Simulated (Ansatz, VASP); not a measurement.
## GaIr3: VASP beside Ansatz

```
CELL_PARAMETERS angstrom
0.00000 3.09625 3.09625
3.09625 0.00000 3.09625
3.09625 3.09625 0.00000
ATOMIC_POSITIONS crystal
Ga 0.00000 0.00000 0.00000
Ir 0.25000 0.25000 0.25000
Ir 0.75000 0.75000 0.75000
Ir 0.50000 0.50000 0.50000
```

Change from the starting cell: species swapped into the Ga3Ag type (Fm-3m, No. 225).

Alike in both runs: functional PBE; k mesh 6 × 6 × 6; occupations gaussian, width 0.1 eV; no spin polarisation.

Ansatz relaxed the structure, and its values are those at the end. VASP's run is a single point on that final structure, the one shown.

|  | VASP | Ansatz |
| --- | --- | --- |
| version | VASP 6.6.1 | Ansatz 0.2.0 |
| potentials or method | VASP PAW PBE potentials, release 64 (Ga_d, Ir), cutoff 520 eV | scalar-relativistic, plane waves, PAW |
| valence electrons in the cell | 40 | 64 |

```tsv
	VASP	Ansatz	Ansatz less VASP
gap on the k mesh at the Fermi level (eV)	none	none	-
pressure (GPa)	0.6	0.0	-0.52
```

A gap of «none» marks a metal or a gap that the smearing closes. VASP's potentials hold 40 valence electrons a cell and Ansatz's 64, so a difference there can come from the potentials and not from the codes.

Spin-orbit coupling is off throughout.
